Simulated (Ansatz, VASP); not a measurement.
## GaAs in VASP and in Ansatz

File INCAR:

```
PREC = Accurate ; ENCUT = 520
EDIFF = 1E-6 ; ISMEAR = 0
SIGMA = 0.05 ; LREAL = F
LASPH = T ; NELM = 150
ALGO = Normal ; ISIF = 2
LWAVE = F ; LCHARG = T
LNONCOLLINEAR = T ; MAGMOM = 0 0 0 0 0 0
LORBIT = 11 ; LSORBIT = T
GGA_COMPAT = F ; LORBMOM = T
GGA = PS ; LVHAR = T
NBANDS = 30
```

File KPOINTS:

```
Automatic mesh
0
Gamma
  6 6 6
```

The input POSCAR:

```
GaAs
1.0
    3.2726505195      0.0000000000      0.0000000000
    0.0000000000      3.2726505195      0.0000000000
    0.0000000000      0.0000000000      3.2726505195
Ga As
1 1
Direct
    0.0000000000      0.0000000000      0.0000000000
    0.5000000000      0.5000000000      0.5000000000
```

Input for Ansatz:

```yaml
crystal:
  lattice:
    - [3.2726505195, 0.0, 0.0]
    - [0.0, 3.2726505195, 0.0]
    - [0.0, 0.0, 3.2726505195]
  atoms:
    - { symbol: Ga, position: [0.0, 0.0, 0.0] }
    - { symbol: As, position: [0.5, 0.5, 0.5] }
basis:
  ecutwfc: 420
kpoints:
  mp_grid: { grid: [6, 6, 6] }
hamiltonian:
  xc: pbesol
scf:
  occupations: { method: gaussian, width: 0.05 }
output:
  forces: true
  stress: true
  eigenvalues: true
magnetization:
  noncollinear: true
  spin_orbit: true
```

Alike in both runs: task single point; functional PBEsol; k mesh 6 × 6 × 6; occupations gaussian, width 0.05 eV; non-collinear spin, spin-orbit coupling.

```csv
,VASP,Ansatz
version,VASP 6.6.1,Ansatz 0.2.0
potentials or method,"VASP PAW PBE potentials, release 64 (Ga_d, As), cutoff 520 eV","plane waves, PAW"
valence electrons in the cell,18,28
```

Ansatz gave:

```
pressure (GPa) : 2.5
```

**Question.** What did VASP give for the same quantities?

**Answer.** Pressure (GPa): 2.7.

VASP's potentials were made for PBE, not for PBEsol. VASP's potentials hold 18 valence electrons a cell and Ansatz's 28, so a difference there can come from the potentials and not from the codes.
